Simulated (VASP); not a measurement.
# AlCo3 (Pm-3m) in VASP: a series of runs

AlCo3 is run at these levels: PBEsol; tasks: single point.

Program: VASP 6.6.1. These are calculated values, not measurements. Logs are shortened: lines on timing, memory, paths and dates and some standing lists are left out, and cuts for length are marked.

## (1) The cell of the first run

It takes space group Pm-3m (No. 221, cubic). The conventional cell has a = 3.477 Å, b = 3.477 Å, c = 3.477 Å, α = 90.00°, β = 90.00°, γ = 90.00°. Within 3.2 Å of Al (site symmetry m-3m) lie 12 Co at 2.46 Å. Within 3.2 Å of Co (site symmetry 4/mmm) lie 4 Al at 2.46 Å and 8 Co at 2.46 Å.

## (2) Single point, PBEsol

INCAR reads:

```
  PREC = Accurate
  ENCUT = 520
  EDIFF = 1E-6
  ISMEAR = 0
  SIGMA = 0.1
  LREAL = F
  LASPH = T
  NELM = 100
  ALGO = Normal
  ISIF = 2
  LWAVE = F
  LCHARG = F
  GGA = PS
  NBANDS = 23
```

KPOINTS reads:

```
Automatic mesh
0
Gamma
  12 12 12
```

POSCAR reads:

```
AlCo3
1.0
    3.4769544791      0.0000000000      0.0000000000
    0.0000000000      3.4769544791      0.0000000000
    0.0000000000      0.0000000000      3.4769544791
Al Co
1 3
Direct
    0.0000000000      0.0000000000      0.0000000000
    0.5000000000      0.5000000000      0.0000000000
    0.5000000000      0.0000000000      0.5000000000
    0.0000000000      0.5000000000      0.5000000000
```

Potentials or basis: VASP PAW PBE potentials, release 64 (Al, Co).

On the command line:

```sh
$ cat potpaw_PBE.64/Al/POTCAR potpaw_PBE.64/Co/POTCAR > POTCAR
$ mpirun -np 1 vasp_std > vasp.out
```

OUTCAR:

```text
PREC = Accurate
   ENCUT = 520
   EDIFF = 1E-6
   ISMEAR = 0
   LREAL = F
   LASPH = T
   NELM = 100
   ISIF = 2
   GGA = PS

 ion  position               nearest neighbor table
   1  0.000  0.000  0.000-   2 2.46   3 2.46   4 2.46   3 2.46   4 2.46   2 2.46   4 2.46   4 2.46
                             2 2.46   3 2.46   3 2.46   2 2.46
   2  0.500  0.500  0.000-   1 2.46   3 2.46   4 2.46   3 2.46   4 2.46   1 2.46   3 2.46   3 2.46
                             1 2.46   4 2.46   4 2.46   1 2.46
   3  0.500  0.000  0.500-   1 2.46   2 2.46   4 2.46   1 2.46   2 2.46   2 2.46   4 2.46   2 2.46
                             1 2.46   4 2.46   1 2.46   4 2.46
   4  0.000  0.500  0.500-   1 2.46   2 2.46   3 2.46   1 2.46   2 2.46   1 2.46   3 2.46   1 2.46
                             2 2.46   3 2.46   2 2.46   3 2.46

  LATTYP: Found a simple cubic cell.
 ALAT       =     3.4769544791

  Lattice vectors:

 A1 = (   3.4769544791,   0.0000000000,   0.0000000000)
 A2 = (   0.0000000000,   3.4769544791,   0.0000000000)
 A3 = (   0.0000000000,   0.0000000000,   3.4769544791)

Analysis of symmetry for initial positions (statically):
=====================================================================
 Subroutine PRICEL returns:
 Original cell was already a primitive cell.

 Routine SETGRP: Setting up the symmetry group for a
 simple cubic supercell.

 Subroutine GETGRP returns: Found 48 space group operations
 (whereof 48 operations were pure point group operations)
 out of a pool of 48 trial point group operations.

The static configuration has the point symmetry O_h .

Analysis of symmetry for dynamics (positions and initial velocities):
=====================================================================
 Subroutine PRICEL returns:
 Original cell was already a primitive cell.

 Routine SETGRP: Setting up the symmetry group for a
 simple cubic supercell.

 Subroutine GETGRP returns: Found 48 space group operations
 (whereof 48 operations were pure point group operations)
 out of a pool of 48 trial point group operations.

The dynamic configuration has the point symmetry O_h .

 Subroutine INISYM returns: Found 48 space group operations
 (whereof 48 operations are pure point group operations),
 and found     1 'primitive' translations

----------------------------------------------------------------------------------------

                                     Primitive cell

  volume of cell :      42.0336

  direct lattice vectors                    reciprocal lattice vectors
     3.476954479  0.000000000  0.000000000     0.287608022  0.000000000  0.000000000
     0.000000000  3.476954479  0.000000000     0.000000000  0.287608022  0.000000000
     0.000000000  0.000000000  3.476954479     0.000000000  0.000000000  0.287608022

  length of vectors
     3.476954479  3.476954479  3.476954479     0.287608022  0.287608022  0.287608022

  position of ions in fractional coordinates (direct lattice)
     0.000000000  0.000000000  0.000000000
     0.500000000  0.500000000  0.000000000
     0.500000000  0.000000000  0.500000000
     0.000000000  0.500000000  0.500000000

  ion indices of the primitive-cell ions
   primitive index   ion index
                 1           1
                 2           2
                 3           3
                 4           4

----------------------------------------------------------------------------------------

 KPOINTS: Automatic mesh

Automatic generation of k-mesh.
 Grid dimensions read from file:
 generate k-points for:   12   12   12

 Generating k-lattice:

  Cartesian coordinates                     Fractional coordinates (reciprocal lattice)
     0.023967335  0.000000000  0.000000000     0.083333333  0.000000000  0.000000000
     0.000000000  0.023967335  0.000000000     0.000000000  0.083333333  0.000000000
     0.000000000  0.000000000  0.023967335     0.000000000  0.000000000  0.083333333

  Length of vectors
     0.023967335  0.023967335  0.023967335

  Shift w.r.t. Gamma in fractional coordinates (k-lattice)
     0.000000000  0.000000000  0.000000000

 Subroutine IBZKPT returns following result:
 ===========================================

 Found     84 irreducible k-points:

 Following reciprocal coordinates:
            Coordinates               Weight
  0.000000  0.000000  0.000000      1.000000
  0.083333  0.000000  0.000000      6.000000
  0.166667  0.000000  0.000000      6.000000
  0.250000  0.000000  0.000000      6.000000
  0.333333  0.000000  0.000000      6.000000
  0.416667  0.000000  0.000000      6.000000
[... 16 lines left out ...]
  0.333333  0.333333  0.000000     12.000000
  0.416667  0.333333  0.000000     24.000000
 [... further k-points ...]
   k-points           NKPTS =     84   k-points in BZ     NKDIM =     84   number of bands    NBANDS=     23
   number of dos      NEDOS =    301   number of ions     NIONS =      4
   total plane-waves  NPLWV =  21952
   dimension x,y,z NGX =    28 NGY =   28 NGZ =   28
   dimension x,y,z NGXF=    56 NGYF=   56 NGZF=   56
   ions per type =               1   3
   NGX,Y,Z   is equivalent  to a cutoff of  13.39, 13.39, 13.39 a.u.
   NGXF,Y,Z  is equivalent  to a cutoff of  26.78, 26.78, 26.78 a.u.
 SYSTEM =  unknown system
   PREC   = accura    normal or accurate (medium, high low for compatibility)
   ISTART =      0    job   : 0-new  1-cont  2-samecut
   ICHARG =      2    charge: 1-file 2-atom 10-const
   ISPIN  =      1    spin polarized calculation?
   LNONCOLLINEAR =      F non collinear calculations
   LSORBIT =      F    spin-orbit coupling
   LASPH  =      T    aspherical Exc in radial PAW
   ENCUT  =  520.0 eV  38.22 Ry    6.18 a.u.   6.46  6.46  6.46*2*pi/ulx,y,z
   NELM   =    100;   NELMIN=  2; NELMDL= -5     # of ELM steps
   EDIFF  = 0.1E-05   stopping-criterion for ELM
   LREAL  =      F    real-space projection
   EDIFFG = 0.1E-04   stopping-criterion for IOM
   NSW    =      0    number of steps for IOM
   IBRION =     -1    ionic relax: 0-MD 1-quasi-New 2-CG
   NFREE  =      0    steps in history (QN), initial steepest desc. (CG)
   ISIF   =      2    stress and relaxation
   ISYM   =      2    0-nonsym 1-usesym 2-fastsym
   POTIM  = 0.5000    time-step for ionic-motion
   TEBEG  =    0.0;   TEEND  =   0.0 temperature during run
   PSTRESS=    0.0 pullay stress
   NELECT =      30.0000    total number of electrons
   NUPDOWN=      -1.0000    fix difference up-down
   EMIN   =  10.00;   EMAX   =-10.00  energy-range for DOS
   EFERMI =   0.00;   METHOD = LEGACY
   ISMEAR =     0;   SIGMA  =   0.10  broadening in eV -4-tet -1-fermi 0-gaus
   EFERMI_NEDOS =   21; number of points for ismear=-14 and -15
   IALGO  =     38    algorithm
   IMIX   =      4    mixing-type and parameters
     AMIX     =   0.40;   BMIX     =  1.00
     AMIX_MAG =   1.60;   BMIX_MAG =  1.00
  volume/ion in A,a.u.               =      10.51        70.91
  Fermi-wavevector in a.u.,A,eV,Ry     =   1.463018  2.764703 29.122192  2.140421
  Thomas-Fermi vector in A             =   2.579162
   LORBIT       =      0    0 simple, 1 ext, 2 COOP (PROOUT), +10 PAW based schemes
   GGA     = PS    functional components
   LHFCALC =     F    Hartree Fock is set to
   AEXX    =    0.0000 exact exchange contribution
   IVDW    =     0    specifies the selected vdW correction
   LEPSILON=     F    determine dielectric tensor
   LRPA    =     F    only Hartree local field effects (RPA)
 non-spin polarized calculation
 Gauss-broadening in eV      SIGMA  =   0.10
  energy-cutoff  :      520.00
  volume of cell :       42.03
 maximum number of plane-waves:      1149
 NGX is ok and might be reduce to    28
   NGX = 13   NGY = 13   NGZ = 13

 number of electron      29.9999968 magnetization

 Free energy of the ion-electron system (eV)
  ---------------------------------------------------
  ext. energy  EPLUGINS =         0.00000000
  ---------------------------------------------------
  free energy    TOTEN  =       -27.93694929 eV

  energy without entropy =      -27.90110350  energy(sigma->0) =      -27.91902640

 E-fermi :  10.8291     XC(G=0): -13.3206

 val. band max:       10.8240641375   @ k =   0.4167   0.3333   0.0000
 cond. band min:      10.8297790580   @ k =   0.5000   0.3333   0.1667
 fundamental gap:      0.0057149204
 Fermi energy:        10.8290798153

 k-point     1 :       0.0000    0.0000    0.0000
  band No.  band energies     occupation
      1       0.5870      2.00000
      2       6.1281      2.00000
      3       7.0592      2.00000
      4       7.0592      2.00000
      5       7.5042      2.00000
      6       7.5042      2.00000
[... 15 lines left out ...]
     22      19.4645      0.00000
     23      23.7974      0.00000

 k-point     2 :       0.0833    0.0000    0.0000
  band No.  band energies     occupation
      1       0.6774      2.00000
      2       6.1647      2.00000
      3       7.0045      2.00000
      4       7.1233      2.00000
      5       7.5220      2.00000
      6       7.5220      2.00000
[... 15 lines left out ...]
     22      19.7231      0.00000
     23      23.4757      0.00000

 k-point     3 :       0.1667    0.0000    0.0000
  band No.  band energies     occupation
      1       0.9462      2.00000
      2       6.2347      2.00000
      3       6.8419      2.00000
      4       7.3087      2.00000
      5       7.5732      2.00000
      6       7.5732      2.00000
[... 15 lines left out ...]
     22      20.7177      0.00000
     23      22.3753      0.00000
[... 495 lines left out ...]
 k-point    23 :       0.3333    0.3333    0.0000
  band No.  band energies     occupation
      1       3.2358      2.00000
      2       6.2242      2.00000
      3       6.3313      2.00000
      4       7.5600      2.00000
      5       7.6885      2.00000
      6       8.1038      2.00000
[... 15 lines left out ...]
     22      20.6630      0.00000
     23      21.4515      0.00000

 k-point    24 :       0.4167    0.3333    0.0000
  band No.  band energies     occupation
      1       3.8495      2.00000
      2       5.6071      2.00000
      3       6.5540      2.00000
      4       7.6164      2.00000
      5       7.7319      2.00000
      6       8.2564      2.00000
[... 15 lines left out ...]
     22      19.7729      0.00000
     23      21.7040      0.00000

 [... further k-points ...]
[... 5 lines left out ...]
  --------------------------------------------------------------------------------------
  -------------------------------------------------------------------------------------
  Total        0.7336801      0.7336801      0.7336801      0.0000000      0.0000000      0.0000000
  in kB       27.9653535     27.9653535     27.9653535      0.0000000      0.0000000      0.0000000
  external PRESSURE =      27.9653535 kB  Pullay stress =       0.0000000 kB

 VOLUME and BASIS-vectors are now :
 -----------------------------------------------------------------------------
  energy-cutoff  :      520.00
  volume of cell :       42.03
      direct lattice vectors                 reciprocal lattice vectors
     3.476954479  0.000000000  0.000000000     0.287608022  0.000000000  0.000000000
     0.000000000  3.476954479  0.000000000     0.000000000  0.287608022  0.000000000
     0.000000000  0.000000000  3.476954479     0.000000000  0.000000000  0.287608022

 POSITION                                       TOTAL-FORCE (eV/Angst)
 -----------------------------------------------------------------------------------
      0.00000      0.00000      0.00000         0.000000      0.000000      0.000000
      1.73848      1.73848      0.00000         0.000000      0.000000      0.000000
      1.73848      0.00000      1.73848         0.000000      0.000000      0.000000
      0.00000      1.73848      1.73848         0.000000      0.000000      0.000000
 -----------------------------------------------------------------------------------
    total drift:                                0.000000      0.000000      0.000000

  FREE ENERGIE OF THE ION-ELECTRON SYSTEM (eV)
  ---------------------------------------------------
  free  energy   TOTEN  =       -27.9369492935 eV

  energy  without entropy=      -27.9011035034  energy(sigma->0) =      -27.91902640
```

Run time: 44 s. Hardware: 1 thread of Intel Xeon 6975P-C (Granite Rapids), shared host; peak memory 0.19 GiB.

What came out:

- Free energy: -27.9369 eV
- Pressure: 2.8 GPa
- Band gap on the k mesh: zero (bands 15 and 16 overlap by 1.17 eV)

Caveat: the PAW data sets were made with another functional, which shifts forces and pressure a little; the run has no spin polarisation, though such a crystal can be magnetic.

## (3) Single point, PBEsol

This run uses another cell than the first one, of 10.97 Å³/atom.

INCAR reads:

```
PREC     = Accurate       # precision mode
ENCUT    = 520            # plane-wave cutoff, eV
EDIFF    = 1E-6           # SCF threshold, eV
ISMEAR   = 0              # smearing method
SIGMA    = 0.1            # smearing width, eV
LREAL    = False          # projectors in reciprocal space
LASPH    = True           # aspherical terms in the spheres
NELM     = 60             # most SCF steps
ALGO     = Normal         # electronic algorithm
ISIF     = 2              # what is computed and relaxed
LWAVE    = False          # write WAVECAR
LCHARG   = False          # write CHGCAR
GGA      = PS             # functional
NBANDS   = 23             # bands
```

KPOINTS is that of step 2.

POSCAR reads:

```
AlCo3
1.0
    3.5266319691      0.0000000000      0.0000000000
    0.0000000000      3.5266319691      0.0000000000
    0.0000000000      0.0000000000      3.5266319691
Al Co
1 3
Direct
    0.0000000000      0.0000000000      0.0000000000
    0.5000000000      0.5000000000      0.0000000000
    0.5000000000      0.0000000000      0.5000000000
    0.0000000000      0.5000000000      0.5000000000
```

Potentials or basis: VASP PAW PBE potentials, release 64 (Al, Co).

On the command line:

```sh
$ cat potpaw_PBE.64/Al/POTCAR potpaw_PBE.64/Co/POTCAR > POTCAR
$ mpirun -np 1 vasp_std > vasp.out
```

Run time: 37 s. Hardware: 1 thread of Intel Xeon 6975P-C (Granite Rapids), shared host; peak memory 0.2 GiB.

The run converged. Its results:

| Property | Result |
| --- | --- |
| Free energy | -27.9132 eV |
| Pressure | -6.5 GPa |
| Band gap on the k mesh | zero (bands 15 and 16 overlap by 1.09 eV) |

Levels at points of the mesh, in eV from the Fermi level:
```
           k point  band 12  band 13  band 14  band 15  band 16  band 17  band 18  band 19
(0.00, 0.00, 0.00)     0.07     0.55     0.78     0.78     0.78     1.08     1.08     1.08
(0.50, 0.00, 0.00)    -0.71    -0.62    -0.62    -0.44     0.15     0.78     6.13     6.13
(0.50, 0.50, 0.00)    -0.82    -0.82    -0.74    -0.32    -0.31     0.00     1.71     1.71
(0.50, 0.50, 0.50)    -0.84    -0.84    -0.44    -0.44    -0.03     0.56     0.56     0.56
```

Caveat: the cell stands under tension; the PAW data sets were made with another functional, which shifts forces and pressure a little; the run has no spin polarisation, though such a crystal can be magnetic. Spin polarisation is off, so any magnetic state and its effect on volume and gap are missing.
